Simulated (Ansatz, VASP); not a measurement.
## Al3Cu2: VASP beside Ansatz

```xyz
5
Lattice="3.9788 0.0000 0.0000 -1.9894 3.4457 0.0000 0.0000 0.0000 4.8402" Properties=species:S:1:pos:R:3 pbc="T T T"
Al    0.0000    0.0000    0.0000
Al    0.0000    2.2971    1.7030
Al    1.9894    1.1486    3.1371
Cu    0.0000    2.2971    4.0757
Cu    1.9894    1.1486    0.7645
```

Change from the starting cell: equal strain along all axes, cell held, atoms relaxed: -3.0 %.

Alike in both runs: functional r2SCAN; k mesh 12 × 12 × 8; occupations gaussian, width 0.1 eV; no spin polarisation.

Ansatz relaxed the structure, and its values are those at the end. VASP's run is a single point on that final structure, the one shown.

```csv
,VASP,Ansatz
version,VASP 6.6.1,Ansatz 0.2.0
potentials or method,"VASP PAW PBE potentials, release 64 (Al, Cu), cutoff 520 eV","scalar-relativistic, plane waves, PAW"
valence electrons in the cell,31,47
```

Ansatz gave:

| Quantity | Value |
| --- | --- |
| gap on the k mesh at the Fermi level (eV) | none |
| pressure (GPa) | 13.2 |
| rms of the force components (eV/Å) | 0.000 |

**Question.** Which values does VASP return?

**Answer.** gap on the k mesh at the Fermi level (eV): none; pressure (GPa): 13.0; rms of the force components (eV/Å): 0.003.

VASP's potentials were made for PBE, not for r2SCAN. A gap of «none» marks a metal or a gap that the smearing closes. The functional is the same, so the differences come from potentials, cutoffs and numerics. VASP's potentials hold 31 valence electrons a cell and Ansatz's 47, so a difference there can come from the potentials and not from the codes. Ansatz's warnings: stress scf threshold loose.
